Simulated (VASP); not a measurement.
A run of VASP 6.6.1:

The input INCAR:

```
PREC     = Accurate       # precision mode
ENCUT    = 520            # plane-wave cutoff, eV
EDIFF    = 1E-7           # SCF threshold, eV
ISMEAR   = 0              # smearing method
SIGMA    = 0.15           # smearing width, eV
LREAL    = False          # projectors in reciprocal space
LASPH    = True           # aspherical terms in the spheres
NELM     = 100            # most SCF steps
ALGO     = Normal         # electronic algorithm
ISIF     = 2              # what is computed and relaxed
LWAVE    = False          # write WAVECAR
LCHARG   = False          # write CHGCAR
GGA      = PS             # functional
NBANDS   = 21             # bands
```

KPOINTS

```
regular mesh
0
Gamma
  14 14 14
```

The input POSCAR:

```
Ge
1.0
    0.0000000000      2.6873315000      2.8287700000
    2.6873315000      0.0000000000      2.8287700000
    2.6873315000      2.6873315000      0.0000000000
Ge
2
Direct
    0.5000000000      0.5000000000      0.5000000000
    0.7500000000      0.7500000000      0.7500000000
```

Potentials or basis: VASP PAW PBE potentials, release 64 (Ge_d).

Run with:

```console
$ cat potpaw_PBE.64/Ge_d/POTCAR > POTCAR
$ mpirun -np 1 vasp_std > vasp.out
```

Hardware: 1 thread of Intel(R) Xeon(R) Platinum 8259CL CPU @ 2.50GHz (Skylake/Cascade Lake) (shared host).

**Question.** How long does it take, and how much memory?

**Answer.** It took 3.2 min on 1 thread of Intel(R) Xeon(R) Platinum 8259CL CPU @ 2.50GHz (Skylake/Cascade Lake), with other jobs on the host, peak memory 0.28 GiB. Counts: scf iterations 12, k points 244.
